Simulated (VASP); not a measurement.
# AlN (P6_3mc) in VASP: further runs

Runs on AlN. Level: PBE. Tasks: relaxation of the atoms.

Everything below comes from runs of VASP 6.6.1. Logs are shortened: lines on timing, memory, paths and dates and some standing lists are left out, and cuts for length are marked.

**Experimental background.**

“Self-assembly of well-separated AlN nanowires directly on sputtered metallic TiN films”, 2019, arxiv:1910.07391 quotes, for a bulk crystal of AlN at 10 K: band gap 6.034 eV (an exciton energy, a little under the gap).

“Structural and optical properties of self-assembled AlN nanowires grown on SiO2/Si substrates by molecular beam epitaxy”, 2024, arxiv:2402.00216 quotes, for a bulk crystal of AlN at 0 K: band gap 6.0343 eV (an exciton energy, a little under the gap).

How close the calculation comes is told below.

## 1. The cell of the first run

The structure is hexagonal, space group P6_3mc (No. 186). Conventional cell: a = 3.036 Å, b = 3.036 Å, c = 5.218 Å, α = 90.00°, β = 90.00°, γ = 120.00°. Within 2.5 Å of Al (site symmetry 3m) lie 4 N at 1.86 to 1.99 Å. Within 2.5 Å of N (site symmetry 3m) lie 4 Al at 1.86 to 1.99 Å.

## 2. Relaxation of the atoms, PBE

The input, INCAR:

```
SYSTEM = AlN
PREC = Accurate ; ENCUT = 520
EDIFF = 1E-7 ; ISMEAR = 0
SIGMA = 0.05 ; LREAL = .FALSE.
LASPH = .TRUE. ; NELM = 100
ALGO = Normal ; ISIF = 2
LWAVE = .FALSE. ; LCHARG = .FALSE.
GGA = PE ; IBRION = 2
NSW = 50 ; EDIFFG = -0.01
```

The input, KPOINTS:

```
regular mesh
0
G
  9 9 6
  0 0 0
```

The input, POSCAR:

```
AlN
1.0
    3.0360000000      0.0000000000      0.0000000000
   -1.5180000000      2.6292531259      0.0000000000
    0.0000000000      0.0000000000      5.2176000000
Al N
2 2
Direct
    0.3333333333      0.6666666667      0.0017290859
    0.6666666667      0.3333333333      0.5017290859
    0.3333333333      0.6666666667      0.3832709141
    0.6666666667      0.3333333333      0.8832709141
```

Potentials or basis: VASP PAW PBE potentials, release 64 (Al, N).

Launch:

```sh
> cat potpaw_PBE.64/Al/POTCAR potpaw_PBE.64/N/POTCAR > POTCAR
> mpirun -np 1 vasp_std > vasp.out
```

OUTCAR:

```text
SYSTEM = AlN
   PREC = Accurate
   ENCUT = 520
   EDIFF = 1E-7
   ISMEAR = 0
   LREAL = .FALSE.
   LASPH = .TRUE.
   NELM = 100
   ISIF = 2
   GGA = PE
   IBRION = 2
   NSW = 50
   EDIFFG = -0.01

 ion  position               nearest neighbor table
   1  0.333  0.667  0.002-   4 1.86   4 1.86   4 1.86   3 1.99   2 3.14   2 3.14   2 3.14   2 3.14
                             2 3.14   2 3.14
   2  0.667  0.333  0.502-   3 1.86   3 1.86   3 1.86   4 1.99   1 3.14   1 3.14   1 3.14   1 3.14
                             1 3.14   1 3.14
   3  0.333  0.667  0.383-   2 1.86   2 1.86   2 1.86   1 1.99
   4  0.667  0.333  0.883-   1 1.86   1 1.86   1 1.86   2 1.99

  LATTYP: Found a hexagonal cell.
 ALAT       =     3.0360000000
 C/A-ratio  =     1.7185770751

  Lattice vectors:

 A1 = (   3.0360000000,   0.0000000000,   0.0000000000)
 A2 = (  -1.5180000000,   2.6292531259,   0.0000000000)
 A3 = (   0.0000000000,   0.0000000000,   5.2176000000)

Analysis of symmetry for initial positions (statically):
=====================================================================
 Subroutine PRICEL returns:
 Original cell was already a primitive cell.

 Routine SETGRP: Setting up the symmetry group for a
 hexagonal supercell.

 Subroutine GETGRP returns: Found 12 space group operations
 (whereof  6 operations were pure point group operations)
 out of a pool of 24 trial point group operations.

The static configuration has the point symmetry C_3v.
 The point group associated with its full space group is C_6v.

Analysis of symmetry for dynamics (positions and initial velocities):
=====================================================================
 Subroutine PRICEL returns:
 Original cell was already a primitive cell.

 Routine SETGRP: Setting up the symmetry group for a
 hexagonal supercell.

 Subroutine GETGRP returns: Found 12 space group operations
 (whereof  6 operations were pure point group operations)
 out of a pool of 24 trial point group operations.

The dynamic configuration has the point symmetry C_3v.
 The point group associated with its full space group is C_6v.

 Subroutine INISYM returns: Found 12 space group operations
 (whereof  6 operations are pure point group operations),
 and found     1 'primitive' translations

----------------------------------------------------------------------------------------

                                     Primitive cell

  volume of cell :      41.6490

  direct lattice vectors                    reciprocal lattice vectors
     3.036000000  0.000000000  0.000000000     0.329380764  0.190168073  0.000000000
    -1.518000000  2.629253126  0.000000000     0.000000000  0.380336146  0.000000000
     0.000000000  0.000000000  5.217600000     0.000000000  0.000000000  0.191659000

  length of vectors
     3.036000000  3.036000000  5.217600000     0.380336146  0.380336146  0.191659000

  position of ions in fractional coordinates (direct lattice)
     0.333333333  0.666666667  0.001729086
     0.666666667  0.333333333  0.501729086
     0.333333333  0.666666667  0.383270914
     0.666666667  0.333333333  0.883270914

  ion indices of the primitive-cell ions
   primitive index   ion index
                 1           1
                 2           2
                 3           3
                 4           4

----------------------------------------------------------------------------------------

 KPOINTS: regular mesh

Automatic generation of k-mesh.
 Grid dimensions read from file:
 generate k-points for:    9    9    6

 Generating k-lattice:

  Cartesian coordinates                     Fractional coordinates (reciprocal lattice)
     0.036597863  0.021129786  0.000000000     0.111111111  0.000000000  0.000000000
     0.000000000  0.042259572  0.000000000     0.000000000  0.111111111  0.000000000
     0.000000000  0.000000000  0.031943167     0.000000000  0.000000000  0.166666667

  Length of vectors
     0.042259572  0.042259572  0.031943167

  Shift w.r.t. Gamma in fractional coordinates (k-lattice)
     0.000000000  0.000000000  0.000000000

 Subroutine IBZKPT returns following result:
 ===========================================

 Found     48 irreducible k-points:

 Following reciprocal coordinates:
            Coordinates               Weight
  0.000000  0.000000  0.000000      1.000000
  0.111111  0.000000  0.000000      6.000000
  0.222222 -0.000000  0.000000      6.000000
  0.333333 -0.000000  0.000000      6.000000
  0.444444 -0.000000  0.000000      6.000000
  0.111111  0.111111  0.000000      6.000000
[... 16 lines left out ...]
  0.333333  0.222222  0.166667     24.000000
  0.333333  0.333333  0.166667      4.000000
 [... further k-points ...]
   k-points           NKPTS =     48   k-points in BZ     NKDIM =     48   number of bands    NBANDS=     12
   number of dos      NEDOS =    301   number of ions     NIONS =      4
   total plane-waves  NPLWV =  23040
   dimension x,y,z NGX =    24 NGY =   24 NGZ =   40
   dimension x,y,z NGXF=    48 NGYF=   48 NGZF=   80
   ions per type =               2   2
   NGX,Y,Z   is equivalent  to a cutoff of  13.14, 13.14, 12.75 a.u.
   NGXF,Y,Z  is equivalent  to a cutoff of  26.28, 26.28, 25.49 a.u.
 SYSTEM =  AlN
   PREC   = accura    normal or accurate (medium, high low for compatibility)
   ISTART =      0    job   : 0-new  1-cont  2-samecut
   ICHARG =      2    charge: 1-file 2-atom 10-const
   ISPIN  =      1    spin polarized calculation?
   LNONCOLLINEAR =      F non collinear calculations
   LSORBIT =      F    spin-orbit coupling
   LASPH  =      T    aspherical Exc in radial PAW
   ENCUT  =  520.0 eV  38.22 Ry    6.18 a.u.   5.64  5.64  9.70*2*pi/ulx,y,z
   NELM   =    100;   NELMIN=  2; NELMDL= -5     # of ELM steps
   EDIFF  = 0.1E-06   stopping-criterion for ELM
   LREAL  =      F    real-space projection
   EDIFFG = -.1E-01   stopping-criterion for IOM
   NSW    =     50    number of steps for IOM
   IBRION =      2    ionic relax: 0-MD 1-quasi-New 2-CG
   NFREE  =      1    steps in history (QN), initial steepest desc. (CG)
   ISIF   =      2    stress and relaxation
   ISYM   =      2    0-nonsym 1-usesym 2-fastsym
   POTIM  = 0.5000    time-step for ionic-motion
   TEBEG  =    0.0;   TEEND  =   0.0 temperature during run
   PSTRESS=    0.0 pullay stress
   NELECT =      16.0000    total number of electrons
   NUPDOWN=      -1.0000    fix difference up-down
   EMIN   =  10.00;   EMAX   =-10.00  energy-range for DOS
   EFERMI =   0.00;   METHOD = LEGACY
   ISMEAR =     0;   SIGMA  =   0.05  broadening in eV -4-tet -1-fermi 0-gaus
   EFERMI_NEDOS =   21; number of points for ismear=-14 and -15
   IALGO  =     38    algorithm
   IMIX   =      4    mixing-type and parameters
     AMIX     =   0.40;   BMIX     =  1.00
     AMIX_MAG =   1.60;   BMIX_MAG =  1.00
  volume/ion in A,a.u.               =      10.41        70.27
  Fermi-wavevector in a.u.,A,eV,Ry     =   1.190090  2.248944 19.270128  1.416314
  Thomas-Fermi vector in A             =   2.326183
   LORBIT       =      0    0 simple, 1 ext, 2 COOP (PROOUT), +10 PAW based schemes
   GGA     = PE    functional components
   LHFCALC =     F    Hartree Fock is set to
   AEXX    =    0.0000 exact exchange contribution
   IVDW    =     0    specifies the selected vdW correction
   LEPSILON=     F    determine dielectric tensor
   LRPA    =     F    only Hartree local field effects (RPA)
 conjugate gradient relaxation of ions
 non-spin polarized calculation
 Gauss-broadening in eV      SIGMA  =   0.05
  energy-cutoff  :      520.00
  volume of cell :       41.65
 maximum number of plane-waves:      1136
 NGX is ok and might be reduce to    24

--------------------------------------- Ionic step        1  -------------------------------------------

 number of electron      16.0000000 magnetization

 Free energy of the ion-electron system (eV)
  ---------------------------------------------------
  ext. energy  EPLUGINS =         0.00000000
  ---------------------------------------------------
  free energy    TOTEN  =       -29.59818931 eV

  energy without entropy =      -29.59818931  energy(sigma->0) =      -29.59818931

------------------------ aborting loop because EDIFF is reached ----------------------------------------

  FORCE on cell =-STRESS in cart. coord.  units (eV):
  Direction    XX          YY          ZZ          XY          YZ          ZX
  --------------------------------------------------------------------------------------
  -------------------------------------------------------------------------------------
  Total        3.9850610      3.9850610     -3.2277480      0.0000000      0.0000000      0.0000000
  in kB      153.2994560    153.2994560   -124.1667334      0.0000000      0.0000000      0.0000000
  external PRESSURE =      60.8107262 kB  Pullay stress =       0.0000000 kB
[... 61 lines left out ...]
  energy  without entropy=      -29.6353635605  energy(sigma->0) =      -29.63536356

--------------------------------------- Ionic step        3  -------------------------------------------

 number of electron      15.9999998 magnetization

 Free energy of the ion-electron system (eV)
  ---------------------------------------------------
  ext. energy  EPLUGINS =         0.00000000
  ---------------------------------------------------
  free energy    TOTEN  =       -29.63543861 eV

  energy without entropy =      -29.63543861  energy(sigma->0) =      -29.63543861

 E-fermi :   6.4182     XC(G=0): -10.9294

 val. band max:        6.1722693044   @ k =   0.0000   0.0000   0.0000
 cond. band min:      10.2166505810   @ k =   0.0000   0.0000   0.0000
 fundamental gap:      4.0443812766
 Fermi energy:         6.4181541926

 k-point     1 :       0.0000    0.0000    0.0000
  band No.  band energies     occupation
      1      -9.0138      2.00000
      2      -7.1369      2.00000
      3      -0.0924      2.00000
      4       5.6986      2.00000
      5       5.6986      2.00000
      6       5.7439      2.00000
      7       6.1723      2.00000
      8       6.1723      2.00000
      9      10.2167      0.00000
     10      13.5470      0.00000
     11      16.3023      0.00000
     12      18.0648      0.00000
[... 331 lines left out ...]
 k-point    24 :       0.3333    0.3333    0.1667
  band No.  band energies     occupation
      1      -6.4095      2.00000
      2      -6.4095      2.00000
      3       1.5866      2.00000
      4       2.0839      2.00000
      5       2.0839      2.00000
      6       3.3273      2.00000
      7       4.1704      2.00000
      8       4.1704      2.00000
      9      11.1724      0.00000
     10      14.5064      0.00000
     11      15.0868      0.00000
     12      15.0868      0.00000

 [... further k-points ...]

------------------------ aborting loop because EDIFF is reached ----------------------------------------

  FORCE on cell =-STRESS in cart. coord.  units (eV):
  Direction    XX          YY          ZZ          XY          YZ          ZX
  --------------------------------------------------------------------------------------
  -------------------------------------------------------------------------------------
  Total        3.2382235      3.2382235     -2.6931291      0.0000000      0.0000000      0.0000000
  in kB      124.5697104    124.5697104   -103.6007291      0.0000000      0.0000000      0.0000000
  external PRESSURE =      48.5128972 kB  Pullay stress =       0.0000000 kB
[... 19 lines left out ...]
  FREE ENERGIE OF THE ION-ELECTRON SYSTEM (eV)
  ---------------------------------------------------
  free  energy   TOTEN  =       -29.6354386138 eV

  energy  without entropy=      -29.6354386138  energy(sigma->0) =      -29.63543861

 reached required accuracy - stopping structural energy minimisation
```

Run time: 53 s. Hardware: 1 thread of Intel Xeon 8259CL, shared host; peak memory 0.16 GiB.

What came out:

```yaml
Free_energy: -29.6354 eV
Energy_gained_by_relaxing: 9.3 meV/atom
Ionic_steps: 3
Pressure_after_relaxing: 4.9 GPa
Band_gap_on_the_k_mesh: 4.04 eV
```

Stress tensor (GPa, compression positive):
```
 12.46   0.00   0.00
  0.00  12.46   0.00
  0.00   0.00 -10.36
```

The path:
```tsv
step	energy change (eV)	largest force (eV/Å)	pressure (GPa)
1	0.0000	0.6196	6.08
2	-0.0372	0.0303	4.82
3	-0.0372	0.0001	4.85
```

Final structure:
```
Al N
1.0
     3.03600    0.00000    0.00000
    -1.51800    2.62925    0.00000
     0.00000    0.00000    5.21760
Al N
2 2
Direct
  0.33333 0.66667 0.00722
  0.66667 0.33333 0.50722
  0.33333 0.66667 0.37778
  0.66667 0.33333 0.87778
```

Levels at points of the mesh, in eV from the valence-band top:
| k point | band 5 | band 6 | band 7 | band 8 | band 9 | band 10 | band 11 | band 12 |
| --- | --- | --- | --- | --- | --- | --- | --- | --- |
| (0.00, 0.00, 0.00) | -0.47 | -0.43 | 0.00 | 0.00 | 4.04 | 7.37 | 10.13 | 11.89 |
| (0.00, 0.00, 0.50) | -0.24 | -0.24 | -0.24 | -0.24 | 6.66 | 6.66 | 10.05 | 10.05 |

As with any semilocal functional, this PBE gap is likely too small.

## 3. Relaxation of the atoms, PBE

This run uses another cell than the first one, of the same volume but with other edges.

The input, INCAR:

```
  PREC = Accurate
  ENCUT = 520
  EDIFF = 1E-6
  ISMEAR = 0
  SIGMA = 0.05
  LREAL = F
  LASPH = T
  NELM = 60
  ALGO = Normal
  ISIF = 2
  LWAVE = F
  LCHARG = F
  GGA = PE
  IBRION = 2
  NSW = 50
  EDIFFG = -0.01
```

The input, KPOINTS:

```
Automatic mesh
0
Gamma
  9 9 6
```

The input, POSCAR:

```
AlN
1.0
    3.1612000000      0.0000000000      0.0000000000
   -1.5806000000      2.7376795064      0.0000000000
    0.0000000000      0.0000000000      4.8163000000
Al N
2 2
Direct
    0.3333333333      0.6666666667      0.0017290859
    0.6666666667      0.3333333333      0.5017290859
    0.3333333333      0.6666666667      0.3832709141
    0.6666666667      0.3333333333      0.8832709141
```

Potentials or basis: VASP PAW PBE potentials, release 64 (Al, N).

Launch:

```sh
> cat potpaw_PBE.64/Al/POTCAR potpaw_PBE.64/N/POTCAR > POTCAR
> mpirun -np 1 vasp_std > vasp.out
```

Wall time 52 s (1 thread of Intel Xeon 8259CL, shared host); peak memory 0.16 GiB.

Results (log left out):

* Free energy: -29.7168 eV
* Energy gained by relaxing: 9.6 meV/atom
* Ionic steps: 3
* Pressure after relaxing: 3.2 GPa
* Band gap on the k mesh: 3.92 eV

Stress tensor (GPa, compression positive):
```
-0.70  0.00  0.00
 0.00 -0.70  0.00
 0.00  0.00 10.85
```

Step by step:
```csv
step,energy change (eV),largest force (eV/Å),pressure (GPa)
1,0.0000,0.7608,4.26
2,-0.0338,0.2268,2.91
3,-0.0384,0.0017,3.15
```

Final structure:
```cif
data_structure
_symmetry_space_group_name_H-M 'P 1'
_symmetry_Int_Tables_number 1
_cell_length_a 3.1612
_cell_length_b 3.1612
_cell_length_c 4.8163
_cell_angle_alpha 90.000
_cell_angle_beta 90.000
_cell_angle_gamma 120.000
_cell_volume 41.68
loop_
_atom_site_label
_atom_site_type_symbol
_atom_site_fract_x
_atom_site_fract_y
_atom_site_fract_z
_atom_site_occupancy
Al1 Al 0.33333 0.66667 0.99620 1
Al2 Al 0.66667 0.33333 0.49620 1
N1 N 0.33333 0.66667 0.38880 1
N2 N 0.66667 0.33333 0.88880 1
```

Levels at points of the mesh, in eV from the valence-band top:
```tsv
k point	band 5	band 6	band 7	band 8	band 9	band 10	band 11	band 12
(0.00, 0.00, 0.00)	-1.44	-0.63	-0.63	0.00	3.92	5.94	10.38	10.38
(0.00, 0.00, 0.50)	-1.05	-1.05	-1.05	-1.05	6.05	6.05	10.24	10.24
```

A k mesh can miss the band edges.

## 4. Relaxation of the atoms, PBE

This run uses another cell than the first one, of the same volume but with other edges.

The input, INCAR:

```
SYSTEM = AlN
PREC     = Accurate       ! precision mode
ENCUT    = 520            ! plane-wave cutoff, eV
EDIFF    = 1E-6           ! SCF threshold, eV
ISMEAR   = 0              ! smearing method
SIGMA    = 0.05           ! smearing width, eV
LREAL    = .FALSE.        ! projectors in reciprocal space
LASPH    = .TRUE.         ! aspherical terms in the spheres
NELM     = 80             ! most SCF steps
ALGO     = Normal         ! electronic algorithm
ISIF     = 2              ! what is computed and relaxed
LWAVE    = .FALSE.        ! write WAVECAR
LCHARG   = .FALSE.        ! write CHGCAR
GGA      = PE             ! functional
IBRION   = 2              ! ionic algorithm
NSW      = 50             ! ionic steps
EDIFFG   = -0.01          ! ionic threshold
```

The input, KPOINTS:

```
regular mesh
0
G
  9 9 6
  0 0 0
```

The input, POSCAR:

```
AlN
1.0
    3.0986000000      0.0000000000      0.0000000000
   -1.5493000000      2.6834663162      0.0000000000
    0.0000000000      0.0000000000      5.0169562961
Al N
2 2
Direct
    0.3333333333      0.6666666667      0.0017290859
    0.6666666667      0.3333333333      0.5017290859
    0.3333333333      0.6666666667      0.3832709141
    0.6666666667      0.3333333333      0.8832709141
```

Launch:

```sh
> cat potpaw_PBE.64/Al/POTCAR potpaw_PBE.64/N/POTCAR > POTCAR
> mpirun -np 1 vasp_std > vasp.out
```

It took 58 s on 1 thread of Intel Xeon 8259CL, shared host; peak memory 0.16 GiB.

It converged, with:

```yaml
Free_energy: -29.7676 eV
Energy_gained_by_relaxing: 0.2 meV/atom
Ionic_steps: 3
Pressure_after_relaxing: 4.0 GPa
Band_gap_on_the_k_mesh: 4.27 eV
```

Stress tensor (GPa, compression positive):
```
5.02 0.00 0.00
0.00 5.02 0.00
0.00 0.00 1.90
```

The path:
```
step  energy change (eV)  largest force (eV/Å)  pressure (GPa)
   1              0.0000                0.1078            4.00
   2             -0.0009                0.0224            3.98
   3             -0.0009                0.0008            3.98
```

Final structure:
```cif
data_structure
_symmetry_space_group_name_H-M 'P 1'
_symmetry_Int_Tables_number 1
_cell_length_a 3.0986
_cell_length_b 3.0986
_cell_length_c 5.0170
_cell_angle_alpha 90.000
_cell_angle_beta 90.000
_cell_angle_gamma 120.000
_cell_volume 41.72
loop_
_atom_site_label
_atom_site_type_symbol
_atom_site_fract_x
_atom_site_fract_y
_atom_site_fract_z
_atom_site_occupancy
Al1 Al 0.33333 0.66667 0.00259 1
Al2 Al 0.66667 0.33333 0.50259 1
N1 N 0.33333 0.66667 0.38241 1
N2 N 0.66667 0.33333 0.88241 1
```

Levels at points of the mesh, in eV from the valence-band top:
| k point | band 5 | band 6 | band 7 | band 8 | band 9 | band 10 | band 11 | band 12 |
| --- | --- | --- | --- | --- | --- | --- | --- | --- |
| (0.00, 0.00, 0.00) | -0.74 | -0.12 | -0.12 | 0.00 | 4.27 | 6.84 | 10.61 | 11.33 |
| (0.00, 0.00, 0.50) | -0.44 | -0.44 | -0.44 | -0.44 | 6.57 | 6.57 | 10.35 | 10.35 |

(Part 1 of 2 ends here.)
